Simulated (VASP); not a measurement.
A run of VASP 6.6.1:

File INCAR:

```
PREC = Accurate ; ENCUT = 520
EDIFF = 1E-7 ; ISMEAR = 0
SIGMA = 0.05 ; LREAL = False
LASPH = True ; NELM = 80
ALGO = Normal ; ISIF = 2
LWAVE = False ; LCHARG = False
GGA = PE ; NBANDS = 16
```

The input KPOINTS:

```
regular mesh
0
Gamma
  9 9 6
```

POSCAR

```
AlN
1.0
    3.0673000000      0.0000000000      0.0000000000
   -1.5336500000      2.6563597210      0.0000000000
    0.0000000000      0.0000000000      5.2176000000
Al N
2 2
Direct
    0.3333333333      0.6666666667      0.0062624491
    0.6666666667      0.3333333333      0.5062624491
    0.3333333333      0.6666666667      0.3787375509
    0.6666666667      0.3333333333      0.8787375509
```

Potentials or basis: VASP PAW PBE potentials, release 64 (Al, N).

Launch:

```console
$ cat potpaw_PBE.64/Al/POTCAR potpaw_PBE.64/N/POTCAR > POTCAR
$ mpirun -np 1 vasp_std > vasp.out
```

Hardware: 1 thread of Intel(R) Xeon(R) Platinum 8259CL CPU @ 2.50GHz (Skylake/Cascade Lake) (shared host).

Task: Estimate the wall time of this run.

Result: Run time: 23 s on 1 thread of Intel(R) Xeon(R) Platinum 8259CL CPU @ 2.50GHz (Skylake/Cascade Lake), with other jobs on the host, peak memory 0.16 GiB. Counts: scf iterations 14, k points 48.
